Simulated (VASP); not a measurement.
Here is a VASP 6.6.1 calculation.

Contents of INCAR:

```
ALGO = Normal
EDIFF = 1E-6
ENCUT = 520
GGA = PE
ISIF = 2
ISMEAR = -1
LASPH = True
LCHARG = False
LREAL = False
LWAVE = False
NBANDS = 16
NELM = 60
PREC = Accurate
SIGMA = 0.02
```

KPOINTS

```
k-points
0
Gamma
  12 12 4
```

POSCAR

```
MgS
1.0
    4.0286256375      0.0000000000      0.0000000000
   -2.0143128187      3.4888921444      0.0000000000
    0.0000000000      0.0000000000      6.7125685725
Mg S
2 2
Direct
    0.3333333333      0.6666666667      0.0008768643
    0.6666666667      0.3333333333      0.5008768643
    0.3333333333      0.6666666667      0.3741231357
    0.6666666667      0.3333333333      0.8741231357
```

Potentials or basis: VASP PAW PBE potentials, release 64 (Mg, S).

Command:

```sh
$ cat potpaw_PBE.64/Mg/POTCAR potpaw_PBE.64/S/POTCAR > POTCAR
$ mpirun -np 1 vasp_std > vasp.out
```

Question: Predict the band gap on the k mesh.

Answer: 3.28 eV.

Question: Predict the pressure.

Answer: -1.2 GPa.

Stress tensor (GPa, compression positive):
```
-0.56  0.00  0.00
 0.00 -0.56  0.00
 0.00  0.00 -2.52
```

Caveat: the cell differs from its parent crystal (uniaxial z strain +4.0%); the structure was generated, so it needn't be the stable form of MgS. A k mesh can miss the band edges.
